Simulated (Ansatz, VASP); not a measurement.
**SnO2 in VASP and in Ansatz**

The input INCAR:

```
PREC = Accurate
ENCUT = 520
EDIFF = 1E-6
ISMEAR = 0
SIGMA = 0.05
LREAL = False
LASPH = True
NELM = 80
ALGO = Normal
ISIF = 2
LWAVE = False
LCHARG = False
GGA = PE
NBANDS = 35
```

File KPOINTS:

```
Automatic mesh
0
Gamma
  6 6 8
```

File POSCAR:

```
SnO2
1.0
    4.7774634334      0.0000000000      0.0000000000
    0.0000000000      4.7774769549      0.0000000000
    0.0000000000      0.0000000000      3.3064824423
Sn O
2 4
Direct
    0.5000000000      0.5000000000      0.5000000000
    0.0000000000      0.0000000000      0.0000000000
    0.2919258790      0.2919837714      0.0000000000
    0.7919258790      0.2080162286      0.5000000000
    0.2080741210      0.7919837714      0.5000000000
    0.7080741210      0.7080162286      0.0000000000
```

Input for Ansatz:

```yaml
crystal:
  lattice:
    - [4.7774634334, 0.0, 0.0]
    - [0.0, 4.7774769549, 0.0]
    - [0.0, 0.0, 3.3064824423]
  atoms:
    - { symbol: Sn, position: [0.5, 0.5, 0.5] }
    - { symbol: Sn, position: [0.0, 0.0, 0.0] }
    - { symbol: O, position: [0.291925879, 0.2919837714, 0.0] }
    - { symbol: O, position: [0.791925879, 0.2080162286, 0.5] }
    - { symbol: O, position: [0.208074121, 0.7919837714, 0.5] }
    - { symbol: O, position: [0.708074121, 0.7080162286, 0.0] }
basis:
  ecutwfc: 520.0
kpoints:
  mp_grid: { grid: [6, 6, 8] }
hamiltonian:
  xc: pbe
  pseudopotentials: { kind: paw, azcp: { folder: soft_1 } }
scf:
  occupations: { method: gaussian, width: 0.05 }
output:
  forces: true
  stress: true
  eigenvalues: true
```

Alike in both runs: task single point; functional PBE; k mesh 6 × 6 × 8; occupations gaussian, width 0.05 eV; no spin polarisation.

|  | VASP | Ansatz |
| --- | --- | --- |
| version | VASP 6.6.1 | Ansatz 0.2.0 |
| potentials or method | VASP PAW PBE potentials, release 64 (Sn_d, O), cutoff 520 eV | scalar-relativistic, plane waves, PAW |
| valence electrons in the cell | 52 | 52 |

|  | VASP | Ansatz | Ansatz less VASP |
| --- | --- | --- | --- |
| gap on the k mesh at the Fermi level (eV) | 0.35 | 0.36 | +0.015 |
| least direct gap on the mesh (eV) | 0.35 | 0.36 | +0.015 |
| pressure (GPa) | 0.4 | -0.1 | -0.51 |
| traceless stress, the component that is largest in VASP (GPa) | -6.03 | -5.95 | +0.079 |
| rms of the force components (eV/Å) | 0.943 | 0.932 | -0.0117 |

Atom by atom the forces differ by 0.012 eV/Å (rms over components). The functional is the same, so the differences come from potentials, cutoffs and numerics.
